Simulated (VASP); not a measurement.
Input of a VASP 6.6.1 run:

INCAR

```
ALGO = Normal
DIPOL = 0.5 0.5 0.298
EDIFF = 1E-7
ENCUT = 520
GGA = PE
IDIPOL = 3
ISIF = 2
ISMEAR = 0
LASPH = True
LCHARG = False
LDIPOL = True
LREAL = False
LWAVE = False
NBANDS = 28
NELM = 80
PREC = Accurate
SIGMA = 0.01
```

KPOINTS

```
k-points
0
Gamma
  6 6 1
```

POSCAR

```
PbO
1.0
    4.0497566048      0.0000000000      0.0000000000
    0.0000000000      4.0497566048      0.0000000000
    0.0000000000      0.0000000000     28.5226884000
Pb O
2 2
Direct
    0.0000000000      0.5000000000      0.3398920310
    0.5000000000      0.0000000000      0.2561247176
    0.0000000000      0.0000000000      0.2980083743
    0.5000000000      0.5000000000      0.2980083743
```

Potentials or basis: VASP PAW PBE potentials, release 64 (Pb_d, O).

Launch:

```console
$ cat potpaw_PBE.64/Pb_d/POTCAR potpaw_PBE.64/O/POTCAR > POTCAR
$ mpirun -np 1 vasp_std > vasp.out
```

(1) Predict the band gap on the k mesh.

(2) Predict the largest force.

Results:

(1) 2.48 eV, direct.

(2) 0.037 eV/Å.

Caveat: spin-orbit coupling is left out, which moves the levels of the heavy elements.
